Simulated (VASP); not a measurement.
Here is a VASP 6.6.1 calculation.

INCAR

```
PREC = Accurate
ENCUT = 520
EDIFF = 1E-6
ISMEAR = -1
SIGMA = 0.1
LREAL = F
LASPH = T
NELM = 60
ALGO = Normal
ISIF = 2
LWAVE = F
LCHARG = F
GGA = PE
NBANDS = 47
```

KPOINTS

```
regular mesh
0
Gamma
  8 8 5
```

Contents of POSCAR:

```
LaInRu
1.0
    4.4109089815      0.0000000000      0.0000000000
    0.0000000000      4.4109089815      0.0000000000
    0.0000000000      0.0000000000      6.5144037262
In La Ru
2 2 2
Direct
    0.2500000000      0.2500000000      0.2289703254
    0.7500000000      0.7500000000      0.7710296746
    0.2500000000      0.2500000000      0.7080946461
    0.7500000000      0.7500000000      0.2919053539
    0.7500000000      0.2500000000      0.0000000000
    0.2500000000      0.7500000000      0.0000000000
```

Potentials or basis: VASP PAW PBE potentials, release 64 (In_d, La, Ru_pv).

Launch:

```bash
$ cat potpaw_PBE.64/In_d/POTCAR potpaw_PBE.64/La/POTCAR potpaw_PBE.64/Ru_pv/POTCAR > POTCAR
$ mpirun -np 1 vasp_std > vasp.out
```

**Question.** Predict the band gap on the k mesh.

**Answer.** Zero (bands 38 and 39 overlap by 0.73 eV).

**Question.** Estimate the pressure.

**Answer.** 20.0 GPa.

Forces in eV/Å, atoms in the order of the input:
```
In   0.000  0.000  0.015
In   0.000  0.000 -0.015
La   0.000  0.000 -0.012
La   0.000  0.000  0.012
Ru   0.000  0.000  0.000
Ru   0.000  0.000  0.000
```

Caveat: the cell stands under pressure; spin-orbit coupling is left out, which moves the levels of the heavy elements.
